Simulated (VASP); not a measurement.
# CO2 (Pa-3) in VASP: single point with r2SCAN

Aim: the single point of CO2 with r2SCAN.

All numbers are computed with VASP 6.6.1; they aren't measurements. Logs are shortened: lines on timing, memory, paths and dates and some standing lists are left out, and cuts for length are marked.

## Step 1: The cell of the first run

Symmetry: Pa-3, No. 205, cubic system. The conventional cell has a = 5.143 Å, b = 5.143 Å, c = 5.143 Å, α = 90.00°, β = 90.00°, γ = 90.00°. C (site symmetry -3) has 2 O at 1.16 Å within 1.6 Å. Within 1.6 Å of O (site symmetry 3) lie 1 C at 1.16 Å.

## Step 2: Single point, r2SCAN

File POSCAR:

```
CO2
1.0
    5.1426157516      0.0000000000      0.0000000000
    0.0000000000      5.1426157516      0.0000000000
    0.0000000000      0.0000000000      5.1426157516
C O
4 8
Direct
    0.0000000000      0.0000000000      0.0000000000
    0.5000000000      0.0000000000      0.5000000000
    0.5000000000      0.5000000000      0.0000000000
    0.0000000000      0.5000000000      0.5000000000
    0.1298848169      0.1298848169      0.1298848169
    0.3701151831      0.8701151831      0.6298848169
    0.6298848169      0.3701151831      0.8701151831
    0.8701151831      0.6298848169      0.3701151831
    0.8701151831      0.8701151831      0.8701151831
    0.6298848169      0.1298848169      0.3701151831
    0.3701151831      0.6298848169      0.1298848169
    0.1298848169      0.3701151831      0.6298848169
```

File INCAR.step1:

```
PREC = Accurate ; ENCUT = 520
ISMEAR = 1 ; SIGMA = 0.1501
LREAL = False ; LASPH = True
NELM = 60 ; NBANDS = 44
GGA = PE ; ALGO = Normal
EDIFF = 1E-4 ; LWAVE = True
LCHARG = False
```

File INCAR.step2:

```
PREC = Accurate ; ENCUT = 520
EDIFF = 1E-6 ; ISMEAR = 1
SIGMA = 0.1501 ; LREAL = False
LASPH = True ; NELM = 60
ALGO = Normal ; ISIF = 2
LWAVE = False ; LCHARG = False
METAGGA = R2SCAN ; LMIXTAU = True
NBANDS = 44 ; ISTART = 1
```

File KPOINTS:

```
Automatic mesh
0
Gamma
  5 5 5
```

Potentials or basis: VASP PAW PBE potentials, release 64 (C, O).

The run is started by

```bash
$ cat potpaw_PBE.64/C/POTCAR potpaw_PBE.64/O/POTCAR > POTCAR
$ cp INCAR.step1 INCAR
$ mpirun -np 1 vasp_std > vasp.out
$ cp INCAR.step2 INCAR
$ mpirun -np 1 vasp_std > vasp.out
```

OUTCAR:

```text
PREC = Accurate
   ENCUT = 520
   EDIFF = 1E-6
   ISMEAR = 1
   LREAL = False
   LASPH = True
   NELM = 60
   ISIF = 2
   METAGGA = R2SCAN
   ISTART = 1

 ion  position               nearest neighbor table
   1  0.000  0.000  0.000-   5 1.16   9 1.16
   2  0.500  0.000  0.500-   6 1.16  10 1.16
   3  0.500  0.500  0.000-   7 1.16  11 1.16
   4  0.000  0.500  0.500-   8 1.16  12 1.16
   5  0.130  0.130  0.130-   1 1.16
   6  0.370  0.870  0.630-   2 1.16
   7  0.630  0.370  0.870-   3 1.16
   8  0.870  0.630  0.370-   4 1.16
   9  0.870  0.870  0.870-   1 1.16
  10  0.630  0.130  0.370-   2 1.16
  11  0.370  0.630  0.130-   3 1.16
  12  0.130  0.370  0.630-   4 1.16

  LATTYP: Found a simple cubic cell.
 ALAT       =     5.1426157516

  Lattice vectors:

 A1 = (   5.1426157516,   0.0000000000,   0.0000000000)
 A2 = (   0.0000000000,   5.1426157516,   0.0000000000)
 A3 = (   0.0000000000,   0.0000000000,   5.1426157516)

Analysis of symmetry for initial positions (statically):
=====================================================================
 Subroutine PRICEL returns:
 Original cell was already a primitive cell.

 Routine SETGRP: Setting up the symmetry group for a
 simple cubic supercell.

 Subroutine GETGRP returns: Found 24 space group operations
 (whereof  6 operations were pure point group operations)
 out of a pool of 48 trial point group operations.

The static configuration has the point symmetry S_6 .
 The point group associated with its full space group is T_h .

Analysis of symmetry for dynamics (positions and initial velocities):
=====================================================================
 Subroutine PRICEL returns:
 Original cell was already a primitive cell.

 Routine SETGRP: Setting up the symmetry group for a
 simple cubic supercell.

 Subroutine GETGRP returns: Found 24 space group operations
 (whereof  6 operations were pure point group operations)
 out of a pool of 48 trial point group operations.

The dynamic configuration has the point symmetry S_6 .
 The point group associated with its full space group is T_h .

 Subroutine INISYM returns: Found 24 space group operations
 (whereof  6 operations are pure point group operations),
 and found     1 'primitive' translations

----------------------------------------------------------------------------------------

                                     Primitive cell

  volume of cell :     136.0042

  direct lattice vectors                    reciprocal lattice vectors
     5.142615752  0.000000000  0.000000000     0.194453572  0.000000000  0.000000000
     0.000000000  5.142615752  0.000000000     0.000000000  0.194453572  0.000000000
     0.000000000  0.000000000  5.142615752     0.000000000  0.000000000  0.194453572

  length of vectors
     5.142615752  5.142615752  5.142615752     0.194453572  0.194453572  0.194453572

  position of ions in fractional coordinates (direct lattice)
     0.000000000  0.000000000  0.000000000
     0.500000000  0.000000000  0.500000000
     0.500000000  0.500000000  0.000000000
     0.000000000  0.500000000  0.500000000
     0.129884817  0.129884817  0.129884817
     0.370115183  0.870115183  0.629884817
     0.629884817  0.370115183  0.870115183
     0.870115183  0.629884817  0.370115183
     0.870115183  0.870115183  0.870115183
     0.629884817  0.129884817  0.370115183
     0.370115183  0.629884817  0.129884817
     0.129884817  0.370115183  0.629884817

  ion indices of the primitive-cell ions
   primitive index   ion index
                 1           1
                 2           2
                 3           3
                 4           4
                 5           5
                 6           6
                 7           7
                 8           8
                 9           9
                10          10
                11          11
                12          12

----------------------------------------------------------------------------------------

 KPOINTS: Automatic mesh

Automatic generation of k-mesh.
 Grid dimensions read from file:
 generate k-points for:    5    5    5

 Generating k-lattice:

  Cartesian coordinates                     Fractional coordinates (reciprocal lattice)
     0.038890714  0.000000000  0.000000000     0.200000000  0.000000000  0.000000000
     0.000000000  0.038890714  0.000000000     0.000000000  0.200000000  0.000000000
     0.000000000  0.000000000  0.038890714     0.000000000  0.000000000  0.200000000

  Length of vectors
     0.038890714  0.038890714  0.038890714

  Shift w.r.t. Gamma in fractional coordinates (k-lattice)
     0.000000000  0.000000000  0.000000000

 Subroutine IBZKPT returns following result:
 ===========================================

 Found     11 irreducible k-points:

 Following reciprocal coordinates:
            Coordinates               Weight
  0.000000  0.000000  0.000000      1.000000
  0.200000  0.000000  0.000000      6.000000
  0.400000  0.000000  0.000000      6.000000
  0.200000  0.200000  0.000000     12.000000
  0.400000  0.200000  0.000000     12.000000
 -0.200000  0.400000  0.000000     12.000000
  0.400000  0.400000  0.000000     12.000000
  0.200000  0.200000  0.200000      8.000000
  0.400000  0.200000  0.200000     24.000000
  0.400000  0.400000  0.200000     24.000000
  0.400000  0.400000  0.400000      8.000000
   k-points           NKPTS =     11   k-points in BZ     NKDIM =     11   number of bands    NBANDS=     44
   number of dos      NEDOS =    301   number of ions     NIONS =     12
   total plane-waves  NPLWV =  64000
   dimension x,y,z NGX =    40 NGY =   40 NGZ =   40
   dimension x,y,z NGXF=    80 NGYF=   80 NGZF=   80
   ions per type =               4   8
   NGX,Y,Z   is equivalent  to a cutoff of  12.93, 12.93, 12.93 a.u.
   NGXF,Y,Z  is equivalent  to a cutoff of  25.86, 25.86, 25.86 a.u.
 SYSTEM =  unknown system
   PREC   = accura    normal or accurate (medium, high low for compatibility)
   ISTART =      1    job   : 0-new  1-cont  2-samecut
   ICHARG =      0    charge: 1-file 2-atom 10-const
   ISPIN  =      1    spin polarized calculation?
   LNONCOLLINEAR =      F non collinear calculations
   LSORBIT =      F    spin-orbit coupling
   LASPH  =      T    aspherical Exc in radial PAW
   ENCUT  =  520.0 eV  38.22 Ry    6.18 a.u.   9.56  9.56  9.56*2*pi/ulx,y,z
   NELM   =     60;   NELMIN=  2; NELMDL=  0     # of ELM steps
   EDIFF  = 0.1E-05   stopping-criterion for ELM
   LREAL  =      F    real-space projection
   EDIFFG = 0.1E-04   stopping-criterion for IOM
   NSW    =      0    number of steps for IOM
   IBRION =     -1    ionic relax: 0-MD 1-quasi-New 2-CG
   NFREE  =      0    steps in history (QN), initial steepest desc. (CG)
   ISIF   =      2    stress and relaxation
   ISYM   =      2    0-nonsym 1-usesym 2-fastsym
   POTIM  = 0.5000    time-step for ionic-motion
   TEBEG  =    0.0;   TEEND  =   0.0 temperature during run
   PSTRESS=    0.0 pullay stress
   NELECT =      64.0000    total number of electrons
   NUPDOWN=      -1.0000    fix difference up-down
   EMIN   =  10.00;   EMAX   =-10.00  energy-range for DOS
   EFERMI =   0.00;   METHOD = LEGACY
   ISMEAR =     1;   SIGMA  =   0.15  broadening in eV -4-tet -1-fermi 0-gaus
   EFERMI_NEDOS =   21; number of points for ismear=-14 and -15
   IALGO  =     38    algorithm
   IMIX   =      4    mixing-type and parameters
     AMIX     =   0.40;   BMIX     =  1.00
     AMIX_MAG =   1.60;   BMIX_MAG =  1.00
  volume/ion in A,a.u.               =      11.33        76.48
  Fermi-wavevector in a.u.,A,eV,Ry     =   1.273359  2.406299 22.061062  1.621442
  Thomas-Fermi vector in A             =   2.406186
   LORBIT       =      0    0 simple, 1 ext, 2 COOP (PROOUT), +10 PAW based schemes
   METAGGA = R2SCAN    functional components
   LHFCALC =     F    Hartree Fock is set to
   AEXX    =    0.0000 exact exchange contribution
   IVDW    =     0    specifies the selected vdW correction
   LEPSILON=     F    determine dielectric tensor
   LRPA    =     F    only Hartree local field effects (RPA)
 non-spin polarized calculation
 Methfessel and Paxton  Order N= 1 SIGMA  =   0.15
  energy-cutoff  :      520.00
  volume of cell :      136.00
 maximum number of plane-waves:      3743
 NGX is ok and might be reduce to    40
   NGX = 19   NGY = 19   NGZ = 19

 number of electron      63.9999933 magnetization

 Free energy of the ion-electron system (eV)
  ---------------------------------------------------
  ext. energy  EPLUGINS =         0.00000000
  ---------------------------------------------------
  free energy    TOTEN  =      -102.60696468 eV

  energy without entropy =     -102.61927659  energy(sigma->0) =     -102.61106865

 E-fermi :  -2.3186     XC(G=0):  -9.7405

 val. band max:       -2.3429766338   @ k =   0.0000   0.0000   0.0000
 cond. band min:       5.5260682315   @ k =   0.0000   0.0000   0.0000
 fundamental gap:      7.8690448653
 Fermi energy:        -2.3186424319

 k-point     1 :       0.0000    0.0000    0.0000
  band No.  band energies     occupation
      1     -24.6982      2.00000
      2     -24.1871      2.00000
      3     -24.1871      2.00000
      4     -24.1871      2.00000
      5     -23.2843      2.00000
      6     -23.2843      2.00000
[... 36 lines left out ...]
     43      10.1808      0.00000
     44      10.1808      0.00000

 k-point     2 :       0.2000    0.0000    0.0000
  band No.  band energies     occupation
      1     -24.6556      2.00000
      2     -24.2447      2.00000
      3     -24.1865      2.00000
      4     -24.1865      2.00000
      5     -23.2787      2.00000
      6     -23.2761      2.00000
[... 415 lines left out ...]
 k-point    11 :       0.4000    0.4000    0.4000
  band No.  band energies     occupation
      1     -24.3575      2.00000
      2     -24.3050      2.00000
      3     -24.3039      2.00000
      4     -24.3039      2.00000
      5     -23.2541      2.00000
      6     -23.2541      2.00000
[... 36 lines left out ...]
     43       9.0436      0.00000
     44       9.0436      0.00000

------------------------ aborting loop because EDIFF is reached ----------------------------------------

  FORCE on cell =-STRESS in cart. coord.  units (eV):
  Direction    XX          YY          ZZ          XY          YZ          ZX
  --------------------------------------------------------------------------------------
  -------------------------------------------------------------------------------------
  Total        6.3276883      6.3276883      6.3276883      0.0000000      0.0000000      0.0000000
  in kB       74.5424107     74.5424107     74.5424107      0.0000000      0.0000000      0.0000000
  external PRESSURE =      74.5424107 kB  Pullay stress =       0.0000000 kB

 VOLUME and BASIS-vectors are now :
 -----------------------------------------------------------------------------
  energy-cutoff  :      520.00
  volume of cell :      136.00
      direct lattice vectors                 reciprocal lattice vectors
     5.142615752  0.000000000  0.000000000     0.194453572  0.000000000  0.000000000
     0.000000000  5.142615752  0.000000000     0.000000000  0.194453572  0.000000000
     0.000000000  0.000000000  5.142615752     0.000000000  0.000000000  0.194453572

 POSITION                                       TOTAL-FORCE (eV/Angst)
 -----------------------------------------------------------------------------------
      0.00000      0.00000      0.00000        -0.000000      0.000000     -0.000000
      2.57131      0.00000      2.57131        -0.000000      0.000000     -0.000000
      2.57131      2.57131      0.00000        -0.000000      0.000000     -0.000000
      0.00000      2.57131      2.57131        -0.000000      0.000000     -0.000000
      0.66795      0.66795      0.66795         0.467058      0.467058      0.467058
      1.90336      4.47467      3.23926        -0.467058     -0.467058      0.467058
      3.23926      1.90336      4.47467         0.467058     -0.467058     -0.467058
      4.47467      3.23926      1.90336        -0.467058      0.467058     -0.467058
      4.47467      4.47467      4.47467        -0.467058     -0.467058     -0.467058
      3.23926      0.66795      1.90336         0.467058      0.467058     -0.467058
      1.90336      3.23926      0.66795        -0.467058      0.467058      0.467058
      0.66795      1.90336      3.23926         0.467058     -0.467058      0.467058
 -----------------------------------------------------------------------------------
    total drift:                               -0.000000     -0.000000      0.000000

  FREE ENERGIE OF THE ION-ELECTRON SYSTEM (eV)
  ---------------------------------------------------
  free  energy   TOTEN  =      -102.6069646786 eV

  energy  without entropy=     -102.6192765894  energy(sigma->0) =     -102.61106865
```

It took 1.8 min on 1 thread of Intel Xeon 6975P-C (Granite Rapids), shared host; peak memory 0.26 GiB.

Results:

```yaml
Free_energy: -102.6070 eV
Pressure: 7.5 GPa
Largest_force: 0.809 eV/Å
Band_gap_on_the_k_mesh: 7.87 eV
```

Forces on the atoms (eV/Å):
```
C    0.000  0.000  0.000
C    0.000  0.000  0.000
C    0.000  0.000  0.000
C    0.000  0.000  0.000
O    0.467  0.467  0.467
O   -0.467 -0.467  0.467
O    0.467 -0.467 -0.467
O   -0.467  0.467 -0.467
O   -0.467 -0.467 -0.467
O    0.467  0.467 -0.467
O   -0.467  0.467  0.467
O    0.467 -0.467  0.467
```

Caveat: the cell stands under pressure; the PAW data sets were made with another functional, which shifts forces and pressure a little; an odd mesh through Γ misses points on the zone boundary, where band edges can lie.
